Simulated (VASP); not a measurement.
# ZnCdF4 (P4/mmm) in VASP: further runs

ZnCdF4 is run at these levels: PBE; tasks: single point, relaxation of cell and atoms.

Program: VASP 6.6.1. These are calculated values, not measurements. Logs are shortened: lines on timing, memory, paths and dates and some standing lists are left out, and cuts for length are marked.

## 1. The cell of the first run

It takes space group P4/mmm (No. 123, tetragonal). The conventional cell has a = 3.686 Å, b = 3.686 Å, c = 6.839 Å, α = 90.00°, β = 90.00°, γ = 90.00°. Within 2.4 Å of Zn (site symmetry 4/mmm) lie 6 F at 1.84 to 2.22 Å. Within 3.8 Å of Cd (site symmetry 4/mmm) lie 8 F at 2.87 Å and 4 Cd at 3.69 Å. Within 2.9 Å of F (site symmetry 4mm) lie 1 Zn at 2.22 Å and 5 F at 2.39 to 2.89 Å and 4 Cd at 2.87 Å. Within 2.4 Å of F (site symmetry mmm) lie 2 Zn at 1.84 Å.

## 2. Single point, PBE

INCAR reads:

```
SYSTEM = ZnCdF4
  PREC = Accurate
  ENCUT = 520
  EDIFF = 1E-6
  ISMEAR = 0
  SIGMA = 0.1
  LREAL = .False.
  LASPH = .True.
  NELM = 100
  ALGO = Normal
  ISIF = 2
  LWAVE = .False.
  LCHARG = .False.
  GGA = PE
  NBANDS = 35
```

KPOINTS reads:

```
Automatic mesh
0
Gamma
  6 6 4
  0 0 0
```

POSCAR reads:

```
ZnCdF4
1.0
    3.6855032737      0.0000000000      0.0000000000
    0.0000000000      3.6855032737      0.0000000000
    0.0000000000      0.0000000000      6.8389183805
Zn Cd F
1 1 4
Direct
    0.0000000000      0.0000000000      0.0000000000
    0.5000000000      0.5000000000      0.5000000000
    0.0000000000      0.0000000000      0.6747595523
    0.5000000000      0.0000000000      0.0000000000
    0.0000000000      0.5000000000      0.0000000000
    0.0000000000      0.0000000000      0.3252404477
```

Potentials or basis: VASP PAW PBE potentials, release 64 (Zn, Cd, F).

On the command line:

```console
> cat potpaw_PBE.64/Zn/POTCAR potpaw_PBE.64/Cd/POTCAR potpaw_PBE.64/F/POTCAR > POTCAR
> mpirun -np 1 vasp_std > vasp.out
```

OUTCAR:

```text
SYSTEM = ZnCdF4
   PREC = Accurate
   ENCUT = 520
   EDIFF = 1E-6
   ISMEAR = 0
   LREAL = .False.
   LASPH = .True.
   NELM = 100
   ISIF = 2
   GGA = PE

 ion  position               nearest neighbor table
   1  0.000  0.000  0.000-   4 1.84   5 1.84   5 1.84   4 1.84   3 2.22   6 2.22
   2  0.500  0.500  0.500-
   3  0.000  0.000  0.675-   1 2.22
   4  0.500  0.000  0.000-   1 1.84   1 1.84
   5  0.000  0.500  0.000-   1 1.84   1 1.84
   6  0.000  0.000  0.325-   1 2.22

  LATTYP: Found a simple tetragonal cell.
 ALAT       =     3.6855032737
 C/A-ratio  =     1.8556267279

  Lattice vectors:

 A1 = (   3.6855032737,   0.0000000000,   0.0000000000)
 A2 = (   0.0000000000,   3.6855032737,   0.0000000000)
 A3 = (   0.0000000000,   0.0000000000,   6.8389183805)

Analysis of symmetry for initial positions (statically):
=====================================================================
 Subroutine PRICEL returns:
 Original cell was already a primitive cell.

 Routine SETGRP: Setting up the symmetry group for a
 simple tetragonal supercell.

 Subroutine GETGRP returns: Found 16 space group operations
 (whereof 16 operations were pure point group operations)
 out of a pool of 16 trial point group operations.

The static configuration has the point symmetry D_4h.

Analysis of symmetry for dynamics (positions and initial velocities):
=====================================================================
 Subroutine PRICEL returns:
 Original cell was already a primitive cell.

 Routine SETGRP: Setting up the symmetry group for a
 simple tetragonal supercell.

 Subroutine GETGRP returns: Found 16 space group operations
 (whereof 16 operations were pure point group operations)
 out of a pool of 16 trial point group operations.

The dynamic configuration has the point symmetry D_4h.

 Subroutine INISYM returns: Found 16 space group operations
 (whereof 16 operations are pure point group operations),
 and found     1 'primitive' translations

----------------------------------------------------------------------------------------

                                     Primitive cell

  volume of cell :      92.8926

  direct lattice vectors                    reciprocal lattice vectors
     3.685503274  0.000000000  0.000000000     0.271333364  0.000000000  0.000000000
     0.000000000  3.685503274  0.000000000     0.000000000  0.271333364  0.000000000
     0.000000000  0.000000000  6.838918381     0.000000000  0.000000000  0.146221953

  length of vectors
     3.685503274  3.685503274  6.838918381     0.271333364  0.271333364  0.146221953

  position of ions in fractional coordinates (direct lattice)
     0.000000000  0.000000000  0.000000000
     0.500000000  0.500000000  0.500000000
     0.000000000  0.000000000  0.674759552
     0.500000000  0.000000000  0.000000000
     0.000000000  0.500000000  0.000000000
     0.000000000  0.000000000  0.325240448

  ion indices of the primitive-cell ions
   primitive index   ion index
                 1           1
                 2           2
                 3           3
                 4           4
                 5           5
                 6           6

----------------------------------------------------------------------------------------

 KPOINTS: Automatic mesh

Automatic generation of k-mesh.
 Grid dimensions read from file:
 generate k-points for:    6    6    4

 Generating k-lattice:

  Cartesian coordinates                     Fractional coordinates (reciprocal lattice)
     0.045222227  0.000000000  0.000000000     0.166666667  0.000000000  0.000000000
     0.000000000  0.045222227  0.000000000     0.000000000  0.166666667  0.000000000
     0.000000000  0.000000000  0.036555488     0.000000000  0.000000000  0.250000000

  Length of vectors
     0.045222227  0.045222227  0.036555488

  Shift w.r.t. Gamma in fractional coordinates (k-lattice)
     0.000000000  0.000000000  0.000000000

 Subroutine IBZKPT returns following result:
 ===========================================

 Found     30 irreducible k-points:

 Following reciprocal coordinates:
            Coordinates               Weight
  0.000000  0.000000  0.000000      1.000000
  0.166667  0.000000  0.000000      4.000000
  0.333333  0.000000  0.000000      4.000000
  0.500000  0.000000  0.000000      2.000000
  0.166667  0.166667  0.000000      4.000000
  0.333333  0.166667  0.000000      8.000000
[... 16 lines left out ...]
  0.333333  0.000000  0.500000      4.000000
  0.500000  0.000000  0.500000      2.000000
 [... further k-points ...]
   k-points           NKPTS =     30   k-points in BZ     NKDIM =     30   number of bands    NBANDS=     35
   number of dos      NEDOS =    301   number of ions     NIONS =      6
   total plane-waves  NPLWV =  42336
   dimension x,y,z NGX =    28 NGY =   28 NGZ =   54
   dimension x,y,z NGXF=    56 NGYF=   56 NGZF=  108
   ions per type =               1   1   4
   NGX,Y,Z   is equivalent  to a cutoff of  12.63, 12.63, 13.13 a.u.
   NGXF,Y,Z  is equivalent  to a cutoff of  25.26, 25.26, 26.25 a.u.
 SYSTEM =  ZnCdF4
   PREC   = accura    normal or accurate (medium, high low for compatibility)
   ISTART =      0    job   : 0-new  1-cont  2-samecut
   ICHARG =      2    charge: 1-file 2-atom 10-const
   ISPIN  =      1    spin polarized calculation?
   LNONCOLLINEAR =      F non collinear calculations
   LSORBIT =      F    spin-orbit coupling
   LASPH  =      T    aspherical Exc in radial PAW
   ENCUT  =  520.0 eV  38.22 Ry    6.18 a.u.   6.85  6.85 12.72*2*pi/ulx,y,z
   NELM   =    100;   NELMIN=  2; NELMDL= -5     # of ELM steps
   EDIFF  = 0.1E-05   stopping-criterion for ELM
   LREAL  =      F    real-space projection
   EDIFFG = 0.1E-04   stopping-criterion for IOM
   NSW    =      0    number of steps for IOM
   IBRION =     -1    ionic relax: 0-MD 1-quasi-New 2-CG
   NFREE  =      0    steps in history (QN), initial steepest desc. (CG)
   ISIF   =      2    stress and relaxation
   ISYM   =      2    0-nonsym 1-usesym 2-fastsym
   POTIM  = 0.5000    time-step for ionic-motion
   TEBEG  =    0.0;   TEEND  =   0.0 temperature during run
   PSTRESS=    0.0 pullay stress
   NELECT =      52.0000    total number of electrons
   NUPDOWN=      -1.0000    fix difference up-down
   EMIN   =  10.00;   EMAX   =-10.00  energy-range for DOS
   EFERMI =   0.00;   METHOD = LEGACY
   ISMEAR =     0;   SIGMA  =   0.10  broadening in eV -4-tet -1-fermi 0-gaus
   EFERMI_NEDOS =   21; number of points for ismear=-14 and -15
   IALGO  =     38    algorithm
   IMIX   =      4    mixing-type and parameters
     AMIX     =   0.40;   BMIX     =  1.00
     AMIX_MAG =   1.60;   BMIX_MAG =  1.00
  volume/ion in A,a.u.               =      15.48       104.48
  Fermi-wavevector in a.u.,A,eV,Ry     =   1.349218  2.549653 24.767915  1.820390
  Thomas-Fermi vector in A             =   2.476823
   LORBIT       =      0    0 simple, 1 ext, 2 COOP (PROOUT), +10 PAW based schemes
   GGA     = PE    functional components
   LHFCALC =     F    Hartree Fock is set to
   AEXX    =    0.0000 exact exchange contribution
   IVDW    =     0    specifies the selected vdW correction
   LEPSILON=     F    determine dielectric tensor
   LRPA    =     F    only Hartree local field effects (RPA)
 non-spin polarized calculation
 Gauss-broadening in eV      SIGMA  =   0.10
  energy-cutoff  :      520.00
  volume of cell :       92.89
 maximum number of plane-waves:      2544
 NGX is ok and might be reduce to    28
   NGX = 13   NGY = 13   NGZ = 25

 number of electron      51.9999990 magnetization

 Free energy of the ion-electron system (eV)
  ---------------------------------------------------
  ext. energy  EPLUGINS =         0.00000000
  ---------------------------------------------------
  free energy    TOTEN  =       -19.11608424 eV

  energy without entropy =      -19.11446825  energy(sigma->0) =      -19.11527625

 E-fermi :  -1.0457     XC(G=0):  -9.1841

 val. band max:       -1.1609246172   @ k =   0.1667   0.0000   0.5000
 cond. band min:      -0.9286334928   @ k =   0.1667   0.1667   0.0000
 fundamental gap:      0.2322911244
 Fermi energy:        -1.0457215352

 k-point     1 :       0.0000    0.0000    0.0000
  band No.  band energies     occupation
      1     -23.4606      2.00000
      2     -22.6135      2.00000
      3     -22.3343      2.00000
      4     -21.9909      2.00000
      5      -9.3017      2.00000
      6      -9.2256      2.00000
[... 27 lines left out ...]
     34      11.8140      0.00000
     35      13.5292      0.00000

 k-point     2 :       0.1667    0.0000    0.0000
  band No.  band energies     occupation
      1     -23.3857      2.00000
      2     -22.6438      2.00000
      3     -22.3279      2.00000
      4     -21.9860      2.00000
      5      -9.2751      2.00000
      6      -9.1930      2.00000
[... 27 lines left out ...]
     34      11.6554      0.00000
     35      12.8774      0.00000

 k-point     3 :       0.3333    0.0000    0.0000
  band No.  band energies     occupation
      1     -23.2000      2.00000
      2     -22.7394      2.00000
      3     -22.3143      2.00000
      4     -21.9765      2.00000
      5      -9.2577      2.00000
      6      -9.1218      2.00000
[... 27 lines left out ...]
     34      12.7757      0.00000
     35      12.9528      0.00000

 k-point     4 :       0.5000    0.0000    0.0000
  band No.  band energies     occupation
      1     -23.0489      2.00000
      2     -22.8446      2.00000
      3     -22.3073      2.00000
      4     -21.9717      2.00000
      5      -9.2541      2.00000
      6      -9.1317      2.00000
[... 27 lines left out ...]
     34      12.9149      0.00000
     35      13.8835      0.00000

 k-point     5 :       0.1667    0.1667    0.0000
  band No.  band energies     occupation
      1     -23.3144      2.00000
      2     -22.6673      2.00000
      3     -22.3229      2.00000
      4     -21.9809      2.00000
      5      -9.2252      2.00000
      6      -9.1815      2.00000
[... 638 lines left out ...]
 k-point    22 :       0.1667    0.0000    0.5000
  band No.  band energies     occupation
      1     -23.3788      2.00000
      2     -22.6438      2.00000
      3     -22.3523      2.00000
      4     -21.9687      2.00000
      5      -9.2754      2.00000
      6      -9.1944      2.00000
[... 27 lines left out ...]
     34      11.6255      0.00000
     35      12.5204      0.00000

 k-point    23 :       0.3333    0.0000    0.5000
  band No.  band energies     occupation
      1     -23.1932      2.00000
      2     -22.7386      2.00000
      3     -22.3340      2.00000
      4     -21.9644      2.00000
      5      -9.2576      2.00000
      6      -9.1215      2.00000
[... 27 lines left out ...]
     34      11.3447      0.00000
     35      12.2944      0.00000

 k-point    24 :       0.5000    0.0000    0.5000
  band No.  band energies     occupation
      1     -23.0413      2.00000
      2     -22.8443      2.00000
      3     -22.3246      2.00000
      4     -21.9625      2.00000
      5      -9.2541      2.00000
      6      -9.1317      2.00000
[... 27 lines left out ...]
     34      10.8777      0.00000
     35      11.1854      0.00000

 [... further k-points ...]

------------------------ aborting loop because EDIFF is reached ----------------------------------------

  FORCE on cell =-STRESS in cart. coord.  units (eV):
  Direction    XX          YY          ZZ          XY          YZ          ZX
  --------------------------------------------------------------------------------------
  -------------------------------------------------------------------------------------
  Total        0.3114579      0.3114579     -0.0490365      0.0000000     -0.0000000     -0.0000000
  in kB        5.3719126      5.3719126     -0.8457629      0.0000000     -0.0000000     -0.0000000
  external PRESSURE =       3.2993541 kB  Pullay stress =       0.0000000 kB

 VOLUME and BASIS-vectors are now :
 -----------------------------------------------------------------------------
  energy-cutoff  :      520.00
  volume of cell :       92.89
      direct lattice vectors                 reciprocal lattice vectors
     3.685503274  0.000000000  0.000000000     0.271333364  0.000000000  0.000000000
     0.000000000  3.685503274  0.000000000     0.000000000  0.271333364  0.000000000
     0.000000000  0.000000000  6.838918381     0.000000000  0.000000000  0.146221953

 POSITION                                       TOTAL-FORCE (eV/Angst)
 -----------------------------------------------------------------------------------
      0.00000      0.00000      0.00000         0.000000      0.000000      0.000000
      1.84275      1.84275      3.41946         0.000000      0.000000      0.000000
      0.00000      0.00000      4.61463        -0.000000     -0.000000     -0.017326
      1.84275      0.00000      0.00000         0.000000      0.000000      0.000000
      0.00000      1.84275      0.00000         0.000000      0.000000      0.000000
      0.00000      0.00000      2.22429         0.000000     -0.000000      0.017326
 -----------------------------------------------------------------------------------
    total drift:                                0.000000      0.000000     -0.000000

  FREE ENERGIE OF THE ION-ELECTRON SYSTEM (eV)
  ---------------------------------------------------
  free  energy   TOTEN  =       -19.1160842405 eV

  energy  without entropy=      -19.1144682500  energy(sigma->0) =      -19.11527625
```

It took 43 s on 1 thread of Intel Xeon 6975P-C (Granite Rapids), shared host; peak memory 0.24 GiB.

Results:

```yaml
Free_energy: -19.1161 eV
Pressure: 0.3 GPa
Largest_force: 0.017 eV/Å
Band_gap_on_the_k_mesh: zero (band 26 reaches -0.42 eV, above the bottom of band 27 at -1.95 eV)
```

Forces in eV/Å, atoms in the order of the input:
```
Zn   0.000  0.000  0.000
Cd   0.000  0.000  0.000
F    0.000  0.000 -0.017
F    0.000  0.000  0.000
F    0.000  0.000  0.000
F    0.000  0.000  0.017
```

## 3. Relaxation of cell and atoms, PBE

This run uses another cell than the first one, of 15.53 Å³/atom, 1.003 times its volume.

INCAR reads:

```
PREC = Accurate ; ENCUT = 600
EDIFF = 1E-6 ; ISMEAR = 0
SIGMA = 0.1 ; LREAL = F
LASPH = T ; NELM = 100
ALGO = Normal ; ISIF = 3
LWAVE = F ; LCHARG = F
GGA = PE ; IBRION = 2
NSW = 90 ; EDIFFG = -0.04
```

KPOINTS reads:

```
regular mesh
0
Gamma
  6 6 4
```

POSCAR reads:

```
ZnCdF4
1.0
    3.6935227601      0.0000000000      0.0000000000
    0.0000000000      3.6935227601      0.0000000000
    0.0000000000      0.0000000000      6.8291878657
Zn Cd F
1 1 4
Direct
    0.0000000000      0.0000000000      0.0000000000
    0.5000000000      0.5000000000      0.5000000000
    0.0000000000      0.0000000000      0.6737842242
    0.5000000000      0.0000000000      0.0000000000
    0.0000000000      0.5000000000      0.0000000000
    0.0000000000      0.0000000000      0.3262157758
```

Potentials or basis: VASP PAW PBE potentials, release 64 (Zn, Cd, F).

On the command line:

```console
> cat potpaw_PBE.64/Zn/POTCAR potpaw_PBE.64/Cd/POTCAR potpaw_PBE.64/F/POTCAR > POTCAR
> mpirun -np 1 vasp_std > vasp.out
```

Wall time 72 s (1 thread of Intel Xeon 6975P-C (Granite Rapids), shared host); peak memory 0.29 GiB.

The run converged. Its results:

```
Free energy                            : -19.1242 eV
Relaxed volume                         : 15.50 Å³/atom
Relaxed cell                           : a = 3.691 Å, b = 3.691 Å, c = 6.825 Å, α = 90.00°, β = 90.00°, γ = 90.00°
Space group after relaxing (to 0.05 Å) : P4/mmm (No. 123)
Energy gained by relaxing              : 0.1 meV/atom
Ionic steps                            : 2
Pressure after relaxing                : 0.0 GPa
Largest force after relaxing           : 0.033 eV/Å
Band gap on the k mesh                 : zero (band 26 reaches -0.44 eV, above the bottom of band 27 at -1.96 eV)
```

Forces on the atoms (eV/Å):
```
Zn   0.000  0.000  0.000
Cd   0.000  0.000  0.000
F    0.000  0.000  0.033
F    0.000  0.000  0.000
F    0.000  0.000  0.000
F    0.000  0.000 -0.033
```

Stress tensor (GPa, compression positive):
```
 0.07  0.00  0.00
 0.00  0.07  0.00
 0.00  0.00 -0.08
```

The path:
```
step  energy change (eV)  largest force (eV/Å)  pressure (GPa)  volume (Å³)
   1              0.0000                0.0765           -0.14        93.16
   2             -0.0004                0.0329            0.02        92.98
```

Final structure:
```cif
data_structure
_symmetry_space_group_name_H-M 'P 1'
_symmetry_Int_Tables_number 1
_cell_length_a 3.6910
_cell_length_b 3.6910
_cell_length_c 6.8249
_cell_angle_alpha 90.000
_cell_angle_beta 90.000
_cell_angle_gamma 90.000
_cell_volume 92.98
loop_
_atom_site_label
_atom_site_type_symbol
_atom_site_fract_x
_atom_site_fract_y
_atom_site_fract_z
_atom_site_occupancy
Zn1 Zn 0.00000 0.00000 0.00000 1
Cd1 Cd 0.50000 0.50000 0.50000 1
F1 F 0.00000 0.00000 0.67432 1
F2 F 0.50000 0.00000 0.00000 1
F3 F 0.00000 0.50000 0.00000 1
F4 F 0.00000 0.00000 0.32568 1
```

Levels at points of the mesh, in eV from the Fermi level:
```
           k point  band 24  band 25  band 26  band 27  band 28  band 29
(0.00, 0.00, 0.00)    -2.05    -2.05    -1.50    -0.90     4.84     6.01
(0.50, 0.00, 0.00)    -1.67    -1.58    -1.23     1.54     4.13     6.52
(0.50, 0.50, 0.00)    -1.68    -1.30     0.62     1.27     5.72     5.72
(0.00, 0.00, 0.50)    -2.05    -2.05    -1.54    -0.50     3.91     7.12
(0.50, 0.00, 0.50)    -1.77    -1.67    -0.54     1.54     4.23     6.29
(0.50, 0.50, 0.50)    -1.30    -0.77     0.62     1.21     5.74     5.74
```

## 4. Single point, PBE

This run uses another cell than the first one, of 14.74 Å³/atom, 0.952 times its volume.

INCAR reads:

```
SYSTEM = ZnCdF4
PREC = Accurate
ENCUT = 520
EDIFF = 1E-7
ISMEAR = 0
SIGMA = 0.1
LREAL = .FALSE.
LASPH = .TRUE.
NELM = 100
ALGO = Normal
ISIF = 2
LWAVE = .FALSE.
LCHARG = .FALSE.
GGA = PE
NBANDS = 35
```

KPOINTS reads:

```
regular mesh
0
G
  4 4 4
  0 0 0
```

POSCAR reads:

```
ZnCdF4
1.0
    3.7620000000      0.0000000000      0.0000000000
    0.0000000000      3.7620000000      0.0000000000
    0.0000000000      0.0000000000      6.2494897400
Zn Cd F
1 1 4
Direct
    0.0000000000      0.0000000000      0.0000000000
    0.5000000000      0.5000000000      0.5000000000
    0.0000000000      0.0000000000      0.6959751800
    0.5000000000      0.0000000000      0.0000000000
    0.0000000000      0.5000000000      0.0000000000
    0.0000000000      0.0000000000      0.3040248200
```

On the command line:

```console
> cat potpaw_PBE.64/Zn/POTCAR potpaw_PBE.64/Cd/POTCAR potpaw_PBE.64/F/POTCAR > POTCAR
> mpirun -np 1 vasp_std > vasp.out
```

Wall time 28 s (1 thread of Intel Xeon 6975P-C (Granite Rapids), shared host); peak memory 0.21 GiB.

Results (log left out):

```
Free energy            : -18.6638 eV
Pressure               : 4.9 GPa
Largest force          : 2.005 eV/Å
Band gap on the k mesh : zero (band 26 reaches -0.10 eV, above the bottom of band 27 at -1.74 eV)
```

Forces on the atoms (eV/Å):
```
Zn   0.000  0.000  0.000
Cd   0.000  0.000  0.000
F    0.000  0.000 -2.005
F    0.000  0.000  0.000
F    0.000  0.000  0.000
F    0.000  0.000  2.005
```

Stress tensor (GPa, compression positive):
```
 2.36  0.00  0.00
 0.00  2.36  0.00
 0.00  0.00 10.11
```

Levels at points of the mesh, in eV from the Fermi level:
```tsv
k point	band 22	band 23	band 24	band 25	band 26	band 27	band 28	band 29	band 30	band 31
(0.00, 0.00, 0.00)	-2.32	-2.15	-2.07	-1.89	-1.89	-1.11	5.06	7.29	9.26	9.26
(0.50, 0.00, 0.00)	-2.34	-2.02	-1.62	-1.58	-0.56	0.94	3.82	6.38	9.24	10.10
(0.50, 0.50, 0.00)	-1.60	-1.60	-1.19	-0.79	0.53	0.94	5.15	5.15	6.17	11.26
(0.00, 0.00, 0.50)	-2.54	-2.15	-1.89	-1.89	-1.49	-0.51	3.95	8.46	9.23	9.23
(0.50, 0.00, 0.50)	-2.44	-2.42	-1.66	-1.58	0.03	0.98	4.00	6.09	9.18	9.18
(0.50, 0.50, 0.50)	-1.64	-1.64	-1.19	-0.11	0.53	0.80	5.20	5.20	6.51	11.06
```

Caveat: the k points lie up to 0.42 Å⁻¹ apart; forces of over 1 eV/Å act on the atoms, so gaps and moduli don't describe the material at rest.

(Part 1 of 2 ends here.)
